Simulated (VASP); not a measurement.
Crystal: CuAu.

```xyz
2
Lattice="2.8107 0.0000 0.0000 0.0000 2.8107 0.0000 0.0000 0.0000 3.6850" Properties=species:S:1:pos:R:3 pbc="T T T"
Au    0.0000    0.0000    0.0000
Cu    1.4054    1.4054    1.8425
```

| Quantity | Value |
| --- | --- |
| Program | VASP 6.6.1 |
| Task | relaxation of cell and atoms |
| Functional | LDA |
| Potentials or basis | VASP PAW LDA potentials, release 64 (Au, Cu) |
| Cutoff | 600 eV |
| k mesh | 7 × 7 × 5 |
| Occupations | fermi-dirac, width 0.05 eV |
| Spin | no spin polarisation |

At the start: pressure -8.7 GPa; volume 14.56 Å³/atom.

How do energy, volume and symmetry change on relaxing?

Over 11 steps the energy falls by 22.1 meV/atom and the volume is 13.80 Å³/atom (-5.2 %); space group P4/mmm (No. 123, to 0.05 Å).

The path:
```
step  energy change (eV)  largest force (eV/Å)  pressure (GPa)  volume (Å³)
   1              0.0000                0.0000           -8.66        29.11
   2              0.0316                0.0000           14.60        25.92
   3             -0.0416                0.0000           -0.25        27.67
   4             -0.0416                0.0000            0.04        27.63
   5             -0.0424                0.0000            0.19        27.63
   6             -0.0439                0.0000            0.03        27.60
   7             -0.0409                0.0000            0.25        27.54
   8             -0.0442                0.0000            0.16        27.59
   9             -0.0442                0.0000            0.14        27.59
  10             -0.0441                0.0000           -0.39        27.67
  11             -0.0442                0.0000           -0.02        27.61
```

Final structure:
```yaml
crystal:
  lattice:
    - [2.78986, 0.00000, 0.00000]
    - [0.00000, 2.78986, 0.00000]
    - [0.00000, 0.00000, 3.54724]
  atoms:
    - { symbol: Au, position: [0.00000, 0.00000, 0.00000] }
    - { symbol: Cu, position: [0.50000, 0.50000, 0.50000] }
```
